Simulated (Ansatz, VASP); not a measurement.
**Two plane-wave programs on HfO3**

```
Hf O
1.0
     3.28665    0.00000    0.00000
     0.00000    3.28665    0.00000
     0.00000    0.00000    4.05107
Hf O
1 3
Direct
  0.00000 0.00000 0.00000
  0.50000 0.50000 0.81267
  0.00000 0.00000 0.50000
  0.50000 0.50000 0.18733
```

Alike in both runs: task single point; functional PBE; k mesh 14 × 14 × 12; occupations gaussian, width 0.1 eV; no spin polarisation.

|  | VASP | Ansatz |
| --- | --- | --- |
| version | VASP 6.6.1 | Ansatz 0.2.0 |
| potentials or method | VASP PAW PBE potentials, release 64 (Hf_pv, O), cutoff 520 eV | scalar-relativistic, plane waves, PAW |
| valence electrons in the cell | 28 | 44 |

|  | VASP | Ansatz | Ansatz less VASP |
| --- | --- | --- | --- |
| gap on the k mesh at the Fermi level (eV) | none | none | - |
| pressure (GPa) | -1.9 | 0.0 | +1.89 |
| traceless stress, the component that is largest in VASP (GPa) | 0.19 | 0.00 | -0.197 |
| rms of the force components (eV/Å) | 0.065 | 0.001 | -0.0643 |

Atom by atom the forces differ by 0.066 eV/Å (rms over components). A gap of «none» marks a metal or a gap that the smearing closes. VASP's potentials hold 28 valence electrons a cell and Ansatz's 44, so a difference there can come from the potentials and not from the codes.

Spin-orbit coupling is off throughout.
